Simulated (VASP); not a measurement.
TeSe4: single point with PBE

The system is TeSe4.

```
CELL_PARAMETERS angstrom
5.44133 0.00000 0.00000
0.00000 5.44133 0.00000
0.00000 0.00000 5.44133
ATOMIC_POSITIONS crystal
Te 0.00000 0.00000 0.00000
Se 0.25000 0.25000 0.25000
Se 0.75000 0.75000 0.25000
Se 0.25000 0.75000 0.75000
Se 0.75000 0.25000 0.75000
```

The cell was generated, and may not be a known phase.

```
Program                : VASP 6.6.1
Task                   : single point
Functional             : PBE
Potentials or basis    : VASP PAW PBE potentials, release 64 (Te, Se)
Cutoff                 : 520 eV
k mesh                 : 4 × 4 × 4
Occupations            : gaussian, width 0.1 eV
Spin                   : no spin polarisation
Dipole correction      : no
Further INCAR settings : ALGO = Normal; EDIFF = 1e-06; NBANDS = 23
```

```
Pressure               : 5.4 GPa
Band gap on the k mesh : zero (bands 15 and 16 overlap by 0.52 eV)
```

Levels at points of the mesh, in eV from the Fermi level:
```csv
k point,band 12,band 13,band 14,band 15,band 16,band 17,band 18,band 19
"(0.00, 0.00, 0.00)",-0.55,-0.55,0.14,0.14,0.14,0.56,2.99,2.99
"(0.50, 0.00, 0.00)",-1.54,-0.55,-0.55,-0.24,-0.24,2.21,2.75,4.45
"(0.50, 0.50, 0.00)",-1.25,-0.41,-0.41,-0.07,0.29,2.21,3.03,4.28
"(0.50, 0.50, 0.50)",-0.01,-0.01,0.28,0.28,0.28,0.44,3.52,3.52
```

Wall time 41 s on 1 thread of AMD EPYC 7R13 Processor (Zen 3) (shared host), peak memory 0.21 GiB.

Caveat: the cell stands under pressure; spin-orbit coupling is left out, which moves the levels of the heavy elements.
